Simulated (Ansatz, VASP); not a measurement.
## One calculation of V, two programs

The input INCAR:

```
SYSTEM = V
PREC = Accurate ; ENCUT = 600
EDIFF = 1E-6 ; ISMEAR = 0
SIGMA = 0.1 ; LREAL = .FALSE.
LASPH = .TRUE. ; NELM = 80
ALGO = Fast ; ISIF = 3
LWAVE = .FALSE. ; LCHARG = .FALSE.
GGA = PS ; IBRION = 2
NSW = 100 ; EDIFFG = -0.01
```

The input KPOINTS:

```
regular mesh
0
G
  24 24 24
  0 0 0
```

Contents of POSCAR:

```
V
1.0
    1.4128629670      0.8157168143      1.9173325363
   -1.4128629670      0.8157168143      1.9173325363
    0.0000000000     -1.6314336287      1.9173325363
V
1
Direct
    0.5000000000      0.5000000000      0.5000000000
```

Input for Ansatz:

```yaml
crystal:
  lattice:
    - [1.412862967, 0.8157168143, 1.9173325363]
    - [-1.412862967, 0.8157168143, 1.9173325363]
    - [0.0, -1.6314336287, 1.9173325363]
  atoms:
    - { symbol: V, position: [0.5, 0.5, 0.5] }
basis:
  ecutwfc: 420
kpoints:
  mp_grid: { grid: [24, 24, 24] }
hamiltonian:
  xc: pbesol
scf:
  occupations: { method: gaussian, width: 0.1 }
output:
  forces: true
  stress: true
  eigenvalues: true
relax:
  adjacent_minimum: "off"
  f_tol: 0.01
  max_steps: 80
  cell: { stress_tol: 0.05 }
```

Alike in both runs: task relaxation of cell and atoms; functional PBEsol; k mesh 24 × 24 × 24; occupations gaussian, width 0.1 eV; no spin polarisation.

|  | VASP | Ansatz |
| --- | --- | --- |
| version | VASP 6.6.1 | Ansatz 0.2.0 |
| potentials or method | VASP PAW PBE potentials, release 64 (V_sv), cutoff 600 eV | scalar-relativistic, plane waves, PAW |
| valence electrons in the cell | 13 | 13 |

VASP gave:

```
gap on the k mesh at the Fermi level, each at its own relaxed structure (eV) : none
relaxed volume (Å³/atom)                                                     : 13.26
relaxed length of the cell vector where the two differ most in proportion (Å)              : 2.520
```

What did Ansatz give for the same quantities?

gap on the k mesh at the Fermi level, each at its own relaxed structure (eV): none; relaxed volume (Å³/atom): 13.25; relaxed length of the cell vector where the two differ most in proportion (Å): 2.519.

VASP's potentials were made for PBE, not for PBEsol. A gap of «none» marks a metal or a gap that the smearing closes.
